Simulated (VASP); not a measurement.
# WC in VASP: settings compared

WC is run at these levels: PBE+U, PBEsol+U; tasks: single point, relaxation of cell and atoms.

Program: VASP 6.6.1. These are calculated values, not measurements. Logs are shortened: lines on timing, memory, paths and dates and some standing lists are left out, and cuts for length are marked.

### 1 The cell of the first run

The typed cell holds 4 atoms: a = 4.082 Å, b = 2.924 Å, c = 4.082 Å, α = 110.99°, β = 88.40°, γ = 110.99°.

### 2 Single point, PBE+U

The input, INCAR:

```
ALGO = Normal
EDIFF = 1E-6
ENCUT = 520
GGA = PE
ISIF = 2
ISMEAR = -5
LASPH = True
LCHARG = False
LDAU = True
LDAUJ = 0.92 0
LDAUL = 2 -1
LDAUPRINT = 1
LDAUTYPE = 1
LDAUU = 4.66 0
LMAXMIX = 4
LREAL = False
LWAVE = False
NBANDS = 26
NELM = 150
PREC = Accurate
SIGMA = 0.1
```

The input, KPOINTS:

```
k-points
0
Gamma
  7 7 7
```

The input, POSCAR:

```
WC
1.0
   -2.9266624720     -0.0014232342     -2.8460529745
    1.4620986790     -2.5324291977      0.0000000000
   -2.9266624720     -0.0014232342      2.8460529745
W C
2 2
Direct
    0.9999095631      0.9999095631      0.9999095631
    0.4999095631      0.9999095631      0.4999095631
    0.9167554369      0.6667554369      0.4167554369
    0.4167554369      0.6667554369      0.9167554369
```

Potentials or basis: VASP PAW PBE potentials, release 64 (W_sv, C).

Launch:

```
> cat potpaw_PBE.64/W_sv/POTCAR potpaw_PBE.64/C/POTCAR > POTCAR
> mpirun -np 1 vasp_std > vasp.out
```

OUTCAR:

```text
EDIFF = 1E-6
   ENCUT = 520
   GGA = PE
   ISIF = 2
   ISMEAR = -5
   LASPH = True
   LREAL = False
   NELM = 150
   PREC = Accurate

 ion  position               nearest neighbor table
   1  1.000  1.000  1.000-   3 2.21   4 2.21   3 2.21   4 2.21   3 2.21   4 2.21   2 2.85   2 2.85
                             2 2.93   2 2.93   2 2.93   2 2.93
   2  0.500  1.000  0.500-   3 2.21   4 2.21   3 2.21   4 2.21   4 2.21   3 2.21   1 2.85   1 2.85
                             1 2.93   1 2.93   1 2.93   1 2.93
   3  0.917  0.667  0.417-   1 2.21   2 2.21   1 2.21   2 2.21   2 2.21   1 2.21
   4  0.417  0.667  0.917-   1 2.21   2 2.21   1 2.21   2 2.21   1 2.21   2 2.21

  LATTYP: Found a body centered orthorhombic cell.
 ALAT       =     2.9241973580
 B/A-ratio  =     1.7339976450
 C/A-ratio  =     1.9465532767

  Lattice vectors:

 A1 = (  -2.9266624720,  -0.0014232342,  -2.8460529745)
 A2 = (   2.9266624720,   0.0014232342,  -2.8460529745)
 A3 = (  -1.4645637930,  -2.5338524319,   2.8460529745)

Analysis of symmetry for initial positions (statically):
=====================================================================
 Subroutine PRICEL returns following result:

  LATTYP: Found a base centered orthorhombic cell.
 ALAT       =     2.9241973580
 B/A-ratio  =     1.7339976450
 C/A-ratio  =     0.9732766384

  Lattice vectors:

 A1 = (   1.4645637930,   2.5338524319,   0.0000000000)
 A2 = (  -2.9266624720,  -0.0014232342,   0.0000000000)
 A3 = (   0.0000000000,   0.0000000000,   2.8460529745)

   2 primitive cells build up your supercell.

 Routine SETGRP: Setting up the symmetry group for a
 body centered orthorhombic supercell.

 Subroutine GETGRP returns: Found  4 space group operations
 (whereof  4 operations were pure point group operations)
 out of a pool of  8 trial point group operations.

The static configuration has the point symmetry C_2v.

Analysis of symmetry for dynamics (positions and initial velocities):
=====================================================================
 Subroutine PRICEL returns following result:

  LATTYP: Found a base centered orthorhombic cell.
 ALAT       =     2.9241973580
 B/A-ratio  =     1.7339976450
 C/A-ratio  =     0.9732766384

  Lattice vectors:

 A1 = (   1.4645637930,   2.5338524319,   0.0000000000)
 A2 = (  -2.9266624720,  -0.0014232342,   0.0000000000)
 A3 = (   0.0000000000,   0.0000000000,   2.8460529745)

   2 primitive cells build up your supercell.

 Routine SETGRP: Setting up the symmetry group for a
 body centered orthorhombic supercell.

 Subroutine GETGRP returns: Found  4 space group operations
 (whereof  4 operations were pure point group operations)
 out of a pool of  8 trial point group operations.

The dynamic configuration has the point symmetry C_2v.

 Subroutine INISYM returns: Found  4 space group operations
 (whereof  4 operations are pure point group operations),
 and found     2 'primitive' translations

----------------------------------------------------------------------------------------

                                     Primitive cell

  volume of cell :      21.0996

  direct lattice vectors                    reciprocal lattice vectors
     1.464563793  2.533852432  0.000000000    -0.000191975  0.394766935  0.000000000
    -2.926662472 -0.001423234  0.000000000    -0.341782207  0.197549723  0.000000000
     0.000000000  0.000000000  2.846052975     0.000000000  0.000000000  0.351363804

  length of vectors
     2.926662818  2.926662818  2.846052975     0.394766982  0.394766982  0.351363804

  position of ions in fractional coordinates (direct lattice)
     0.000090437  0.999909563  0.000000000
     0.333244563  0.666755437  0.500000000

  ion indices of the primitive-cell ions
   primitive index   ion index
                 1           1
                 2           3

[... 62 lines left out ...]
   NGXF,Y,Z  is equivalent  to a cutoff of  24.43, 27.29, 24.43 a.u.
 SYSTEM =  unknown system
   PREC   = accura    normal or accurate (medium, high low for compatibility)
   ISTART =      0    job   : 0-new  1-cont  2-samecut
   ICHARG =      2    charge: 1-file 2-atom 10-const
   ISPIN  =      1    spin polarized calculation?
   LNONCOLLINEAR =      F non collinear calculations
   LSORBIT =      F    spin-orbit coupling
   LASPH  =      T    aspherical Exc in radial PAW
   ENCUT  =  520.0 eV  38.22 Ry    6.18 a.u.   7.59  5.44  7.59*2*pi/ulx,y,z
   NELM   =    150;   NELMIN=  2; NELMDL= -5     # of ELM steps
   EDIFF  = 0.1E-05   stopping-criterion for ELM
   LREAL  =      F    real-space projection
   EDIFFG = 0.1E-04   stopping-criterion for IOM
   NSW    =      0    number of steps for IOM
   IBRION =     -1    ionic relax: 0-MD 1-quasi-New 2-CG
   NFREE  =      0    steps in history (QN), initial steepest desc. (CG)
   ISIF   =      2    stress and relaxation
   ISYM   =      2    0-nonsym 1-usesym 2-fastsym
   POTIM  = 0.5000    time-step for ionic-motion
   TEBEG  =    0.0;   TEEND  =   0.0 temperature during run
   PSTRESS=    0.0 pullay stress
   NELECT =      36.0000    total number of electrons
   NUPDOWN=      -1.0000    fix difference up-down
   EMIN   =  10.00;   EMAX   =-10.00  energy-range for DOS
   EFERMI =   0.00;   METHOD = LEGACY
   ISMEAR =    -5;   SIGMA  =   0.10  broadening in eV -4-tet -1-fermi 0-gaus
   EFERMI_NEDOS =   21; number of points for ismear=-14 and -15
   IALGO  =     38    algorithm
   IMIX   =      4    mixing-type and parameters
     AMIX     =   0.40;   BMIX     =  1.00
     AMIX_MAG =   1.60;   BMIX_MAG =  1.00
  volume/ion in A,a.u.               =      10.55        71.19
  Fermi-wavevector in a.u.,A,eV,Ry     =   1.552652  2.934086 32.799937  2.410727
  Thomas-Fermi vector in A             =   2.656996
   LORBIT       =      0    0 simple, 1 ext, 2 COOP (PROOUT), +10 PAW based schemes
 LDA+U is selected, type is set to LDAUTYPE =  1
   angular momentum for each species LDAUL =     2   -1
   U (eV)           for each species LDAUU =   4.7  0.0
   J (eV)           for each species LDAUJ =   0.9  0.0
   GGA     = PE    functional components
   LHFCALC =     F    Hartree Fock is set to
   AEXX    =    0.0000 exact exchange contribution
   IVDW    =     0    specifies the selected vdW correction
   LEPSILON=     F    determine dielectric tensor
   LRPA    =     F    only Hartree local field effects (RPA)
 non-spin polarized calculation
 Fermi weights with tetrahedron method with Bloechl corrections
  energy-cutoff  :      520.00
  volume of cell :       42.20
 maximum number of plane-waves:      1171
   NGX = 15   NGY = 11   NGZ = 15

atom =   1  type =  1  l = 2

 onsite density matrix

spin component  1

  0.3358 -0.0000  0.0003  0.0000  0.0006
 -0.0000  0.3147  0.0000  0.0008 -0.0000
  0.0003  0.0000  0.3618 -0.0000  0.0002
  0.0000  0.0008 -0.0000  0.3157 -0.0000
  0.0006 -0.0000  0.0002 -0.0000  0.3351

spin component  2

  0.3358 -0.0000  0.0003  0.0000  0.0006
 -0.0000  0.3147  0.0000  0.0008 -0.0000
  0.0003  0.0000  0.3618 -0.0000  0.0002
  0.0000  0.0008 -0.0000  0.3157 -0.0000
  0.0006 -0.0000  0.0002 -0.0000  0.3351

 occupancies and eigenvectors

  o =  0.3142  v =  0.0000  0.8660  0.0000 -0.5000  0.0000  0.0000  0.0000  0.0000  0.0000  0.0000      0.0000  0.0000  0.0000  0.0000  0.0000  0.0000  0.0000  0.0000  0.0000  0.0000
  o =  0.3142  v =  0.0000  0.0000  0.0000  0.0000  0.0000  0.0000  0.8660  0.0000 -0.5000  0.0000      0.0000  0.0000  0.0000  0.0000  0.0000  0.0000  0.0000  0.0000  0.0000  0.0000
  o =  0.3162  v =  0.0000  0.5000  0.0000  0.8660  0.0000  0.0000  0.0000  0.0000  0.0000  0.0000      0.0000  0.0000  0.0000  0.0000  0.0000  0.0000  0.0000  0.0000  0.0000  0.0000
  o =  0.3162  v =  0.0000  0.0000  0.0000  0.0000  0.0000  0.0000  0.5000  0.0000  0.8660  0.0000      0.0000  0.0000  0.0000  0.0000  0.0000  0.0000  0.0000  0.0000  0.0000  0.0000
  o =  0.3347  v = -0.5000 -0.0000  0.0000 -0.0000  0.8660  0.0000  0.0000  0.0000  0.0000  0.0000      0.0000  0.0000  0.0000  0.0000  0.0000  0.0000  0.0000  0.0000  0.0000  0.0000
  o =  0.3347  v =  0.0000  0.0000  0.0000  0.0000  0.0000 -0.5000 -0.0000  0.0000 -0.0000  0.8660      0.0000  0.0000  0.0000  0.0000  0.0000  0.0000  0.0000  0.0000  0.0000  0.0000
  o =  0.3361  v =  0.0000  0.0000  0.0000  0.0000  0.0000  0.8659 -0.0000 -0.0156 -0.0000  0.4999      0.0000  0.0000  0.0000  0.0000  0.0000  0.0000  0.0000  0.0000  0.0000  0.0000
  o =  0.3361  v =  0.8659 -0.0000 -0.0156 -0.0000  0.4999  0.0000  0.0000  0.0000  0.0000  0.0000      0.0000  0.0000  0.0000  0.0000  0.0000  0.0000  0.0000  0.0000  0.0000  0.0000
  o =  0.3618  v =  0.0000  0.0000  0.0000  0.0000  0.0000 -0.0135  0.0000 -0.9999  0.0000 -0.0078      0.0000  0.0000  0.0000  0.0000  0.0000  0.0000  0.0000  0.0000  0.0000  0.0000
  o =  0.3618  v = -0.0135  0.0000 -0.9999  0.0000 -0.0078  0.0000  0.0000  0.0000  0.0000  0.0000      0.0000  0.0000  0.0000  0.0000  0.0000  0.0000  0.0000  0.0000  0.0000  0.0000

atom =   2  type =  1  l = 2

 onsite density matrix

spin component  1

  0.3358 -0.0000  0.0003  0.0000  0.0006
 -0.0000  0.3147  0.0000  0.0008 -0.0000
  0.0003  0.0000  0.3618 -0.0000  0.0002
  0.0000  0.0008 -0.0000  0.3157 -0.0000
  0.0006 -0.0000  0.0002 -0.0000  0.3351

spin component  2

  0.3358 -0.0000  0.0003  0.0000  0.0006
 -0.0000  0.3147  0.0000  0.0008 -0.0000
  0.0003  0.0000  0.3618 -0.0000  0.0002
  0.0000  0.0008 -0.0000  0.3157 -0.0000
  0.0006 -0.0000  0.0002 -0.0000  0.3351

 occupancies and eigenvectors

  o =  0.3142  v =  0.0000  0.8660  0.0000 -0.5000  0.0000  0.0000  0.0000  0.0000  0.0000  0.0000      0.0000  0.0000  0.0000  0.0000  0.0000  0.0000  0.0000  0.0000  0.0000  0.0000
  o =  0.3142  v =  0.0000  0.0000  0.0000  0.0000  0.0000  0.0000  0.8660  0.0000 -0.5000  0.0000      0.0000  0.0000  0.0000  0.0000  0.0000  0.0000  0.0000  0.0000  0.0000  0.0000
  o =  0.3162  v =  0.0000  0.5000  0.0000  0.8660  0.0000  0.0000  0.0000  0.0000  0.0000  0.0000      0.0000  0.0000  0.0000  0.0000  0.0000  0.0000  0.0000  0.0000  0.0000  0.0000
  o =  0.3162  v =  0.0000  0.0000  0.0000  0.0000  0.0000  0.0000  0.5000  0.0000  0.8660  0.0000      0.0000  0.0000  0.0000  0.0000  0.0000  0.0000  0.0000  0.0000  0.0000  0.0000
  o =  0.3347  v = -0.5000 -0.0000  0.0000 -0.0000  0.8660  0.0000  0.0000  0.0000  0.0000  0.0000      0.0000  0.0000  0.0000  0.0000  0.0000  0.0000  0.0000  0.0000  0.0000  0.0000
  o =  0.3347  v =  0.0000  0.0000  0.0000  0.0000  0.0000 -0.5000 -0.0000  0.0000 -0.0000  0.8660      0.0000  0.0000  0.0000  0.0000  0.0000  0.0000  0.0000  0.0000  0.0000  0.0000
  o =  0.3361  v =  0.0000  0.0000  0.0000  0.0000  0.0000  0.8659 -0.0000 -0.0156 -0.0000  0.4999      0.0000  0.0000  0.0000  0.0000  0.0000  0.0000  0.0000  0.0000  0.0000  0.0000
  o =  0.3361  v =  0.8659 -0.0000 -0.0156 -0.0000  0.4999  0.0000  0.0000  0.0000  0.0000  0.0000      0.0000  0.0000  0.0000  0.0000  0.0000  0.0000  0.0000  0.0000  0.0000  0.0000
  o =  0.3618  v =  0.0000  0.0000  0.0000  0.0000  0.0000 -0.0135  0.0000 -0.9999  0.0000 -0.0078      0.0000  0.0000  0.0000  0.0000  0.0000  0.0000  0.0000  0.0000  0.0000  0.0000
  o =  0.3618  v = -0.0135  0.0000 -0.9999  0.0000 -0.0078  0.0000  0.0000  0.0000  0.0000  0.0000      0.0000  0.0000  0.0000  0.0000  0.0000  0.0000  0.0000  0.0000  0.0000  0.0000

 number of electron      35.9999997 magnetization

 Free energy of the ion-electron system (eV)
  ---------------------------------------------------
  ext. energy  EPLUGINS =         0.00000000
  ---------------------------------------------------
  free energy    TOTEN  =       -36.53159607 eV

  energy without entropy =      -36.53159607  energy(sigma->0) =      -36.53159607

 E-fermi :  11.0878     XC(G=0): -13.7176

 val. band max:       11.5188128516   @ k =  -0.2857   0.0000   0.2857
 cond. band min:      11.0822724972   @ k =  -0.4286  -0.0000   0.2857
 fundamental gap:     -0.4365403544
 Fermi energy:        11.0878147317

 k-point     1 :       0.0000    0.0000    0.0000
  band No.  band energies     occupation
      1     -63.4750      2.00000
      2     -63.3856      2.00000
      3     -27.9793      2.00000
      4     -27.9618      2.00000
      5     -27.4403      2.00000
      6     -27.4155      2.00000
[... 685 lines left out ...]
     25      17.9747      0.00000
     26      19.3464      0.00000

 [... further k-points ...]
[... 5 lines left out ...]
  --------------------------------------------------------------------------------------
  -------------------------------------------------------------------------------------
  Total        1.9545977      1.9620819      2.7237286     -0.0064815      0.0000000      0.0000000
  in kB       74.2101189     74.4942705    103.4116753     -0.2460824      0.0000000      0.0000000
  external PRESSURE =      84.0386882 kB  Pullay stress =       0.0000000 kB

 VOLUME and BASIS-vectors are now :
 -----------------------------------------------------------------------------
  energy-cutoff  :      520.00
  volume of cell :       42.20
      direct lattice vectors                 reciprocal lattice vectors
    -2.926662472 -0.001423234 -2.846052975    -0.170795116 -0.098608606 -0.175681902
     1.462098679 -2.532429198  0.000000000     0.000191975 -0.394766935  0.000000000
    -2.926662472 -0.001423234  2.846052975    -0.170795116 -0.098608606  0.175681902

 POSITION                                       TOTAL-FORCE (eV/Angst)
 -----------------------------------------------------------------------------------
     -4.39083     -2.53505      0.00000         0.014437      0.008335      0.000000
     -1.46417     -2.53362      0.00000         0.014437      0.008335      0.000000
     -2.92787     -1.69041     -1.42303        -0.014437     -0.008335      0.000000
     -2.92787     -1.69041      1.42303        -0.014437     -0.008335      0.000000
 -----------------------------------------------------------------------------------
    total drift:                               -0.000001      0.000003     -0.000000

  FREE ENERGIE OF THE ION-ELECTRON SYSTEM (eV)
  ---------------------------------------------------
  free  energy   TOTEN  =       -36.5315960653 eV

  energy  without entropy=      -36.5315960653  energy(sigma->0) =      -36.53159607
```

It took 37 s on 1 thread of Intel Xeon Platinum 8488C (Sapphire Rapids), shared host; peak memory 0.2 GiB.

What came out:

| Property | Result |
| --- | --- |
| Free energy | -36.5316 eV |
| Pressure | 8.4 GPa |
| Largest force | 0.017 eV/Å |
| Band gap on the k mesh | zero (band 18 reaches 11.52 eV, above the bottom of band 19 at 10.74 eV) |

Forces in eV/Å, atoms in the order of the input:
```
W    0.014  0.008  0.000
W    0.014  0.008  0.000
C   -0.014 -0.008  0.000
C   -0.014 -0.008  0.000
```

Eigenvalues of the final occupation matrices:
```csv
site,spin,trace,eigenvalues
site 1 d,1,1.66,0.31 0.32 0.33 0.34 0.36
site 1 d,2,1.66,0.31 0.32 0.33 0.34 0.36
site 2 d,1,1.66,0.31 0.32 0.33 0.34 0.36
site 2 d,2,1.66,0.31 0.32 0.33 0.34 0.36
```

Caveat: spin-orbit coupling is left out, which moves the levels of the heavy elements; U without spin polarisation on a metal has little footing; the U is typed as a test and isn't derived for this compound; tetrahedron occupations give inexact forces and stress in metals.

### 3 Relaxation of cell and atoms, PBEsol+U

The input, INCAR:

```
ALGO     = Normal         # electronic algorithm
EDIFF    = 1E-7           # SCF threshold, eV
EDIFFG   = -0.01          # ionic threshold
ENCUT    = 600            # plane-wave cutoff, eV
GGA      = PS             # functional
IBRION   = 2              # ionic algorithm
ISIF     = 3              # what is computed and relaxed
ISMEAR   = 1              # smearing method
LASPH    = True           # aspherical terms in the spheres
LCHARG   = False          # write CHGCAR
LDAU     = True           # DFT+U
LDAUJ    = 0.92 0       
LDAUL    = 2 -1           # shell
LDAUPRINT= 1            
LDAUTYPE = 1            
LDAUU    = 4.66 0         # U, eV
LMAXMIX  = 4              # l up to which the mixer works
LREAL    = False          # projectors in reciprocal space
LWAVE    = False          # write WAVECAR
NELM     = 150            # most SCF steps
NSW      = 60             # ionic steps
PREC     = Accurate       # precision mode
SIGMA    = 0.1057         # smearing width, eV
```

KPOINTS is that of step 2.

The input, POSCAR:

```
WC
1.0
   -2.9209057000      0.0000000000     -2.8535823600
    1.4604528500     -2.5295736700      0.0000000000
   -2.9209057000      0.0000000000      2.8535823600
W C
2 2
Direct
    0.0000000000      0.0000000000      0.0000000000
    0.5000000000      0.0000000000      0.5000000000
    0.9166650000      0.6666700000      0.4166650000
    0.4166650000      0.6666700000      0.9166650000
```

Potentials or basis: VASP PAW PBE potentials, release 64 (W_sv, C).

Launch:

```
> cat potpaw_PBE.64/W_sv/POTCAR potpaw_PBE.64/C/POTCAR > POTCAR
> mpirun -np 1 vasp_std > vasp.out
```

Wall time 2.2 min (1 thread of Intel Xeon 6975P-C (Granite Rapids), shared host); peak memory 0.25 GiB.

Results (log left out):

```yaml
Free_energy: -39.3935 eV
Relaxed_volume: 10.53 Å³/atom
Relaxed_cell: a = 4.081 Å, b = 2.923 Å, c = 4.081 Å, α = 110.99°, β = 88.62°, γ = 110.99°
Space_group_after_relaxing_to_0.05_Å: P-6m2 (No. 187)
Energy_gained_by_relaxing: 0.0 meV/atom
Ionic_steps: 5
Pressure_after_relaxing: 0.0 GPa
Largest_force_after_relaxing: 0.004 eV/Å
Band_gap_on_the_k_mesh: zero (band 18 reaches 11.39 eV, above the bottom of band 19 at 10.61 eV)
```

Forces in eV/Å, atoms in the order of the input:
```
W   -0.003 -0.002  0.000
W   -0.003 -0.002  0.000
C    0.003  0.002  0.000
C    0.003  0.002  0.000
```

Stress tensor (GPa, compression positive):
```
-0.05 -0.01  0.00
-0.01 -0.04  0.00
 0.00  0.00  0.04
```

Step by step:
| step | energy change (eV) | largest force (eV/Å) | pressure (GPa) | volume (Å³) |
| --- | --- | --- | --- | --- |
| 1 | 0.0000 | 0.0105 | -0.41 | 42.17 |
| 2 | 0.0005 | 0.0045 | 1.25 | 42.00 |
| 3 | -0.0002 | 0.0086 | 0.14 | 42.11 |
| 4 | -0.0002 | 0.0001 | -0.14 | 42.14 |
| 5 | -0.0002 | 0.0039 | -0.02 | 42.13 |

Final structure:
```xyz
4
Lattice="-2.9200 0.0017 -2.8507 1.4615 -2.5314 0.0000 -2.9200 0.0017 2.8507" Properties=species:S:1:pos:R:3 pbc="T T T"
W    -0.0003   -0.0002    0.0000
W    -2.9204    0.0015    0.0000
C    -2.9187   -1.6851   -1.4254
C    -2.9187   -1.6851    1.4254
```

Levels at points of the mesh, in eV from the Fermi level:
```tsv
k point	band 14	band 15	band 16	band 17	band 18	band 19	band 20	band 21	band 22
(0.00, 0.00, 0.00)	-4.25	-3.31	-3.28	-0.09	0.03	3.29	3.30	4.40	5.19
```

Eigenvalues of the final occupation matrices:
```tsv
site	spin	trace	eigenvalues
site 1 d	1	1.67	0.32 0.32 0.34 0.34 0.36
site 1 d	2	1.67	0.32 0.32 0.34 0.34 0.36
site 2 d	1	1.67	0.32 0.32 0.34 0.34 0.36
site 2 d	2	1.67	0.32 0.32 0.34 0.34 0.36
```

Caveat: the PAW data sets were made with another functional, which shifts forces and pressure a little; spin-orbit coupling is left out, which moves the levels of the heavy elements; U without spin polarisation on a metal has little footing; the U is typed as a test and isn't derived for this compound.

(Part 1 of 2 ends here.)
